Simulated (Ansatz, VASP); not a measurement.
## TiH: VASP beside Ansatz

```
Ti H
1.0
     2.65197    0.00000    0.00000
     0.00000    2.65197    0.00000
     0.00000    0.00000    2.65197
Ti H
1 1
Direct
  0.00000 0.00000 0.00000
  0.50000 0.50000 0.50000
```

Alike in both runs: functional r2SCAN; k mesh 20 × 20 × 20; occupations gaussian, width 0.1 eV; no spin polarisation.

Ansatz relaxed the structure, and its values are those at the end. VASP's run is a single point on that final structure, the one shown.

|  | VASP | Ansatz |
| --- | --- | --- |
| version | VASP 6.6.1 | Ansatz 0.2.0 |
| potentials or method | VASP PAW PBE potentials, release 64 (Ti_sv, H), cutoff 520 eV | scalar-relativistic, plane waves, PAW |
| valence electrons in the cell | 13 | 13 |

VASP gave:

| Quantity | Value |
| --- | --- |
| gap on the k mesh at the Fermi level (eV) | none |
| pressure (GPa) | 0.4 |

Q: Which values does Ansatz return?

A: gap on the k mesh at the Fermi level (eV): none; pressure (GPa): 0.0.

VASP's potentials were made for PBE, not for r2SCAN. A gap of «none» marks a metal or a gap that the smearing closes.
